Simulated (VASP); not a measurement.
# SnSe2 (P-3m1) in VASP: notebook

Runs on SnSe2. Level: PBE. Tasks: single point, relaxation of cell and atoms.

Everything below comes from runs of VASP 6.6.1. Logs are shortened: lines on timing, memory, paths and dates and some standing lists are left out, and cuts for length are marked.

## Step 1: The cell of the first run

Symmetry: P-3m1, No. 164, trigonal system. The conventional cell has a = 3.876 Å, b = 3.876 Å, c = 6.786 Å, α = 90.00°, β = 90.00°, γ = 120.00°. Sn (site symmetry -3m) has 6 Se at 2.75 Å within 3.6 Å. Se (site symmetry 3m) has 3 Sn at 2.75 Å within 3.6 Å.

## Step 2: Single point, PBE

The input, INCAR:

```
SYSTEM = SnSe2
PREC = Accurate
ENCUT = 520
EDIFF = 1E-6
ISMEAR = 0
SIGMA = 0.1
LREAL = .False.
LASPH = .True.
NELM = 100
ALGO = Normal
ISIF = 2
LWAVE = .False.
LCHARG = .False.
GGA = PE
NBANDS = 20
```

The input, KPOINTS:

```
Automatic mesh
0
Gamma
  6 6 4
  0 0 0
```

The input, POSCAR:

```
SnSe2
1.0
    3.8759195071      0.0000000000      0.0000000000
   -1.9379597536      3.3566447562      0.0000000000
    0.0000000000      0.0000000000      6.7861685071
Sn Se
1 2
Direct
    0.0000000000      0.0000000000      0.0000000000
    0.3333333333      0.6666666667      0.2343330289
    0.6666666667      0.3333333333      0.7656669711
```

Potentials or basis: VASP PAW PBE potentials, release 64 (Sn_d, Se).

The run is started by

```
> cat potpaw_PBE.64/Sn_d/POTCAR potpaw_PBE.64/Se/POTCAR > POTCAR
> mpirun -np 1 vasp_std > vasp.out
```

OUTCAR:

```text
SYSTEM = SnSe2
   PREC = Accurate
   ENCUT = 520
   EDIFF = 1E-6
   ISMEAR = 0
   LREAL = .False.
   LASPH = .True.
   NELM = 100
   ISIF = 2
   GGA = PE

 ion  position               nearest neighbor table
   1  0.000  0.000  0.000-   2 2.75   3 2.75   3 2.75   2 2.75   3 2.75   2 2.75
   2  0.333  0.667  0.234-   1 2.75   1 2.75   1 2.75
   3  0.667  0.333  0.766-   1 2.75   1 2.75   1 2.75

  LATTYP: Found a hexagonal cell.
 ALAT       =     3.8759195071
 C/A-ratio  =     1.7508538283

  Lattice vectors:

 A1 = (   3.8759195071,   0.0000000000,   0.0000000000)
 A2 = (  -1.9379597536,   3.3566447562,   0.0000000000)
 A3 = (   0.0000000000,   0.0000000000,   6.7861685071)

Analysis of symmetry for initial positions (statically):
=====================================================================
 Subroutine PRICEL returns:
 Original cell was already a primitive cell.

 Routine SETGRP: Setting up the symmetry group for a
 hexagonal supercell.

 Subroutine GETGRP returns: Found 12 space group operations
 (whereof 12 operations were pure point group operations)
 out of a pool of 24 trial point group operations.

The static configuration has the point symmetry D_3d.

Analysis of symmetry for dynamics (positions and initial velocities):
=====================================================================
 Subroutine PRICEL returns:
 Original cell was already a primitive cell.

 Routine SETGRP: Setting up the symmetry group for a
 hexagonal supercell.

 Subroutine GETGRP returns: Found 12 space group operations
 (whereof 12 operations were pure point group operations)
 out of a pool of 24 trial point group operations.

The dynamic configuration has the point symmetry D_3d.

 Subroutine INISYM returns: Found 12 space group operations
 (whereof 12 operations are pure point group operations),
 and found     1 'primitive' translations

----------------------------------------------------------------------------------------

                                     Primitive cell

  volume of cell :      88.2886

  direct lattice vectors                    reciprocal lattice vectors
     3.875919507  0.000000000  0.000000000     0.258003294  0.148958271  0.000000000
    -1.937959754  3.356644756  0.000000000     0.000000000  0.297916542  0.000000000
     0.000000000  0.000000000  6.786168507     0.000000000  0.000000000  0.147358557

  length of vectors
[... 81 lines left out ...]
   ENCUT  =  520.0 eV  38.22 Ry    6.18 a.u.   7.21  7.21 12.62*2*pi/ulx,y,z
   NELM   =    100;   NELMIN=  2; NELMDL= -5     # of ELM steps
   EDIFF  = 0.1E-05   stopping-criterion for ELM
   LREAL  =      F    real-space projection
   EDIFFG = 0.1E-04   stopping-criterion for IOM
   NSW    =      0    number of steps for IOM
   IBRION =     -1    ionic relax: 0-MD 1-quasi-New 2-CG
   NFREE  =      0    steps in history (QN), initial steepest desc. (CG)
   ISIF   =      2    stress and relaxation
   ISYM   =      2    0-nonsym 1-usesym 2-fastsym
   POTIM  = 0.5000    time-step for ionic-motion
   TEBEG  =    0.0;   TEEND  =   0.0 temperature during run
   PSTRESS=    0.0 pullay stress
   NELECT =      26.0000    total number of electrons
   NUPDOWN=      -1.0000    fix difference up-down
   EMIN   =  10.00;   EMAX   =-10.00  energy-range for DOS
   EFERMI =   0.00;   METHOD = LEGACY
   ISMEAR =     0;   SIGMA  =   0.10  broadening in eV -4-tet -1-fermi 0-gaus
   EFERMI_NEDOS =   21; number of points for ismear=-14 and -15
   IALGO  =     38    algorithm
   IMIX   =      4    mixing-type and parameters
     AMIX     =   0.40;   BMIX     =  1.00
     AMIX_MAG =   1.60;   BMIX_MAG =  1.00
  volume/ion in A,a.u.               =      29.43       198.60
  Fermi-wavevector in a.u.,A,eV,Ry     =   1.089175  2.058242 16.140623  1.186302
  Thomas-Fermi vector in A             =   2.225373
   LORBIT       =      0    0 simple, 1 ext, 2 COOP (PROOUT), +10 PAW based schemes
   GGA     = PE    functional components
   LHFCALC =     F    Hartree Fock is set to
   AEXX    =    0.0000 exact exchange contribution
   IVDW    =     0    specifies the selected vdW correction
   LEPSILON=     F    determine dielectric tensor
   LRPA    =     F    only Hartree local field effects (RPA)
 non-spin polarized calculation
 Gauss-broadening in eV      SIGMA  =   0.10
  energy-cutoff  :      520.00
  volume of cell :       88.29
 maximum number of plane-waves:      2391
 NGX is ok and might be reduce to    30
   NGX = 15   NGY = 15   NGZ = 25

 number of electron      26.0000004 magnetization

 Free energy of the ion-electron system (eV)
  ---------------------------------------------------
  ext. energy  EPLUGINS =         0.00000000
  ---------------------------------------------------
  free energy    TOTEN  =       -11.86278748 eV

  energy without entropy =      -11.86278746  energy(sigma->0) =      -11.86278747

 E-fermi :   3.1409     XC(G=0):  -8.7554

 val. band max:        2.7799232289   @ k =   0.1667  -0.0000   0.0000
 cond. band min:       3.4840092268   @ k =   0.5000  -0.0000   0.5000
 fundamental gap:      0.7040859979
 Fermi energy:         3.1409085737

 k-point     1 :       0.0000    0.0000    0.0000
  band No.  band energies     occupation
      1     -18.3387      2.00000
      2     -18.3387      2.00000
      3     -18.3084      2.00000
      4     -18.2984      2.00000
      5     -18.2984      2.00000
      6     -10.5844      2.00000
[... 541 lines left out ...]
     19      11.6691      0.00000
     20      11.8379      0.00000

------------------------ aborting loop because EDIFF is reached ----------------------------------------

  FORCE on cell =-STRESS in cart. coord.  units (eV):
  Direction    XX          YY          ZZ          XY          YZ          ZX
  --------------------------------------------------------------------------------------
  -------------------------------------------------------------------------------------
  Total        0.0806810      0.0806810      0.1398512     -0.0000000      0.0000000      0.0000000
  in kB        1.4641211      1.4641211      2.5378857     -0.0000000      0.0000000      0.0000000
  external PRESSURE =       1.8220426 kB  Pullay stress =       0.0000000 kB

 VOLUME and BASIS-vectors are now :
 -----------------------------------------------------------------------------
  energy-cutoff  :      520.00
  volume of cell :       88.29
      direct lattice vectors                 reciprocal lattice vectors
     3.875919507  0.000000000  0.000000000     0.258003294  0.148958271  0.000000000
    -1.937959754  3.356644756  0.000000000     0.000000000  0.297916542  0.000000000
     0.000000000  0.000000000  6.786168507     0.000000000  0.000000000  0.147358557

 POSITION                                       TOTAL-FORCE (eV/Angst)
 -----------------------------------------------------------------------------------
      0.00000      0.00000      0.00000         0.000000      0.000000      0.000000
     -0.00000      2.23776      1.59022        -0.000000     -0.000000      0.026328
      1.93796      1.11888      5.19595         0.000000      0.000000     -0.026328
 -----------------------------------------------------------------------------------
    total drift:                                0.000000      0.000000     -0.000000

  FREE ENERGIE OF THE ION-ELECTRON SYSTEM (eV)
  ---------------------------------------------------
  free  energy   TOTEN  =       -11.8627874793 eV

  energy  without entropy=      -11.8627874605  energy(sigma->0) =      -11.86278747
```

OSZICAR:

```text
N       E                     dE             d eps       ncg     rms          rms(c)
DAV:   1     0.200429791969E+03    0.20043E+03   -0.12053E+04   972   0.142E+03
DAV:   2     0.112444299936E+02   -0.18919E+03   -0.18082E+03  1028   0.366E+02
DAV:   3    -0.113602148360E+02   -0.22605E+02   -0.22092E+02  1172   0.112E+02
DAV:   4    -0.121167042334E+02   -0.75649E+00   -0.75545E+00  1128   0.219E+01
DAV:   5    -0.121361414938E+02   -0.19437E-01   -0.19435E-01  1356   0.368E+00    0.468E+00
DAV:   6    -0.118774857117E+02    0.25866E+00   -0.55709E-01  1428   0.739E+00    0.300E+00
DAV:   7    -0.118621617010E+02    0.15324E-01   -0.14777E-01  1108   0.234E+00    0.998E-01
DAV:   8    -0.118621724754E+02   -0.10774E-04   -0.12195E-02  1232   0.994E-01    0.259E-01
DAV:   9    -0.118627308993E+02   -0.55842E-03   -0.15051E-03  1080   0.305E-01    0.810E-02
DAV:  10    -0.118627546017E+02   -0.23702E-04   -0.12961E-04  1224   0.773E-02    0.308E-02
DAV:  11    -0.118627874536E+02   -0.32852E-04   -0.46771E-05  1032   0.391E-02    0.106E-02
DAV:  12    -0.118627874793E+02   -0.25635E-07   -0.31648E-06  1180   0.115E-02
   1 F= -.11862787E+02 E0= -.11862787E+02  d E =-.187781E-07
```

It took 40 s on 1 thread of Intel Xeon Platinum 8488C (Sapphire Rapids), shared host; peak memory 0.21 GiB.

What came out:

* Free energy: -11.8628 eV
* Pressure: 0.2 GPa
* Largest force: 0.026 eV/Å
* Band gap on the k mesh: 0.70 eV (least direct gap 1.11 eV)

Forces on the atoms (eV/Å):
```
Sn   0.000  0.000  0.000
Se   0.000  0.000  0.026
Se   0.000  0.000 -0.026
```

Levels at points of the mesh, in eV from the valence-band top:
```csv
k point,band 10,band 11,band 12,band 13,band 14,band 15,band 16,band 17
"(0.00, 0.00, 0.00)",-0.48,-0.39,-0.14,-0.14,1.04,3.07,4.59,4.59
"(0.50, 0.00, 0.00)",-2.43,-2.21,-0.83,-0.26,0.98,3.86,5.52,5.66
"(0.00, 0.00, 0.50)",-0.51,-0.51,-0.09,-0.09,2.05,2.99,4.48,4.48
"(0.50, 0.00, 0.50)",-2.15,-1.99,-0.63,-0.41,0.70,4.22,4.88,5.79
```

Caveat: spin-orbit coupling is left out, which moves the levels of the heavy elements; this functional lacks dispersion, which binds the layers, so the pressure and a relaxed spacing across them are unreliable.

## Step 3: Relaxation of cell and atoms, PBE

This run uses another cell than the first one, of 25.73 Å³/atom.

The input, INCAR:

```
ALGO = Normal ; EDIFF = 1E-7
EDIFFG = -0.05 ; ENCUT = 600
GGA = PE ; IBRION = 2
ISIF = 3 ; ISMEAR = 0
LASPH = True ; LCHARG = False
LREAL = False ; LWAVE = False
NELM = 80 ; NSW = 100
PREC = Accurate ; SIGMA = 0.1
```

The input, KPOINTS:

```
k-points
0
Gamma
  6 6 4
```

The input, POSCAR:

```
SnSe2
1.0
    3.8109987816      0.0000000000      0.0000000000
   -1.9054993908      3.3004217586      0.0000000000
    0.0000000000      0.0000000000      6.1370000000
Sn Se
1 2
Direct
    0.0000000000      0.0000000000      0.0000000000
    0.3333333333      0.6666666667      0.2500000000
    0.6666666667      0.3333333333      0.7500000000
```

Potentials or basis: VASP PAW PBE potentials, release 64 (Sn_d, Se).

The run is started by

```
> cat potpaw_PBE.64/Sn_d/POTCAR potpaw_PBE.64/Se/POTCAR > POTCAR
> mpirun -np 1 vasp_std > vasp.out
```

It took 5.5 min on 1 thread of Intel Xeon Platinum 8488C (Sapphire Rapids), shared host; peak memory 0.23 GiB.

It converged, with:

```
Free energy                           : -11.8618 eV
Relaxed volume                        : 29.55 Å³/atom
Relaxed cell                          : a = 3.882 Å, b = 3.882 Å, c = 6.791 Å, α = 90.00°, β = 90.00°, γ = 120.00°
Space group after relaxing (to 0.1 Å) : P-3m1 (No. 164)
Energy gained by relaxing             : 38.2 meV/atom
Ionic steps                           : 13
Pressure after relaxing               : 0.0 GPa
Band gap on the k mesh                : 0.70 eV (least direct gap 1.10 eV)
```

Stress tensor (GPa, compression positive):
```
-0.09  0.00  0.00
 0.00 -0.09  0.00
 0.00  0.00  0.09
```

Step by step:
| step | energy change (eV) | largest force (eV/Å) | pressure (GPa) | volume (Å³) |
| --- | --- | --- | --- | --- |
| 1 | 0.0000 | 0.7270 | 5.40 | 77.19 |
| 2 | -0.0382 | 0.6156 | -3.15 | 87.30 |
| 3 | -0.0986 | 0.0873 | 0.04 | 82.57 |
| 4 | -0.0986 | 0.0733 | 0.12 | 82.46 |
| 5 | -0.0996 | 0.0746 | 0.12 | 82.61 |
| 6 | -0.1024 | 0.0785 | 0.12 | 83.08 |
| 7 | -0.1065 | 0.0848 | 0.14 | 84.01 |
| 8 | -0.1096 | 0.0915 | 0.29 | 85.82 |
| 9 | -0.1108 | 0.0879 | 0.21 | 86.21 |
| 10 | -0.1133 | 0.0763 | -0.04 | 87.40 |
| 11 | -0.1135 | 0.0511 | -0.48 | 89.81 |
| 12 | -0.1142 | 0.0617 | -0.27 | 88.65 |
| 13 | -0.1147 | 0.0017 | -0.03 | 88.65 |

Final structure:
```xyz
3
Lattice="3.8824 0.0000 0.0000 -1.9412 3.3622 0.0000 0.0000 0.0000 6.7914" Properties=species:S:1:pos:R:3 pbc="T T T"
Sn    0.0000    0.0000    0.0000
Se    0.0000    2.2415    1.5910
Se    1.9412    1.1207    5.2004
```

Levels at points of the mesh, in eV from the valence-band top:
| k point | band 11 | band 12 | band 13 | band 14 | band 15 | band 16 |
| --- | --- | --- | --- | --- | --- | --- |
| (0.00, 0.00, 0.00) | -0.38 | -0.14 | -0.14 | 1.02 | 3.06 | 4.58 |
| (0.50, 0.00, 0.00) | -2.20 | -0.82 | -0.25 | 0.97 | 3.86 | 5.51 |
| (0.00, 0.00, 0.50) | -0.51 | -0.09 | -0.09 | 2.03 | 2.98 | 4.47 |
| (0.50, 0.00, 0.50) | -1.97 | -0.62 | -0.40 | 0.70 | 4.22 | 4.89 |

Caveat: spin-orbit coupling is left out, which moves the levels of the heavy elements; this functional lacks dispersion, which binds the layers, so the pressure and a relaxed spacing across them are unreliable. A k mesh can miss the band edges.
